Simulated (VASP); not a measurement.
Set up this calculation in VASP 6.6.1, as the native input.

| Property | Result |
| --- | --- |
| Task | relaxation of cell and atoms |
| Functional | LDA |
| Potentials or basis | VASP PAW LDA potentials, release 64 (Y_sv) |
| Cutoff | 600 eV |
| k mesh | 8 × 8 × 3 |
| Occupations | fermi-dirac, width 0.05 eV |
| Spin | no spin polarisation |
| Dipole correction | no |
| Further INCAR settings | ALGO = Fast; EDIFF = 1e-06; IBRION = 2; EDIFFG = -0.01; NSW = 60; ISIF = 3 |

The structure of Y lies in POSCAR:

```
Y
1.0
    3.6425441402      0.0000000000      0.0000000000
   -1.8212720701      3.1545357598      0.0000000000
    0.0000000000      0.0000000000     11.8441303500
Y
4
Direct
    0.6666666667      0.3333333333      0.7500000000
    0.0000000000      0.0000000000      0.5000000000
    0.3333333333      0.6666666667      0.2500000000
    0.0000000000      0.0000000000      0.0000000000
```

One way to write it, as run:

INCAR

```
PREC = Accurate
ENCUT = 600
EDIFF = 1E-6
ISMEAR = -1
SIGMA = 0.05
LREAL = F
LASPH = T
NELM = 80
ALGO = Fast
ISIF = 3
LWAVE = F
LCHARG = F
GGA = CA
IBRION = 2
NSW = 60
EDIFFG = -0.01
```

KPOINTS

```
Automatic mesh
0
Gamma
  8 8 3
```

Potentials or basis: VASP PAW LDA potentials, release 64 (Y_sv).

Run with:

```bash
$ cat potpaw_LDA.64/Y_sv/POTCAR > POTCAR
$ mpirun -np 1 vasp_std > vasp.out
```

Results of the run:

```json
{
 "Relaxed volume": "29.38 Å³/atom",
 "Relaxed cell": "a = 3.478 Å, b = 3.478 Å, c = 11.221 Å, α = 90.00°, β = 90.00°, γ = 120.00°",
 "Space group after relaxing (to 0.1 Å)": "P6_3/mmc (No. 194)",
 "Energy gained by relaxing": "84.8 meV/atom",
 "Ionic steps": "9",
 "Pressure after relaxing": "0.0 GPa",
 "Band gap on the k mesh": "zero (bands 22 and 23 overlap by 1.23 eV)"
}
```

Run time: 7 min on 1 thread of Intel(R) Xeon(R) 6975P-C (Granite Rapids), on a shared host, peak memory 0.28 GiB.
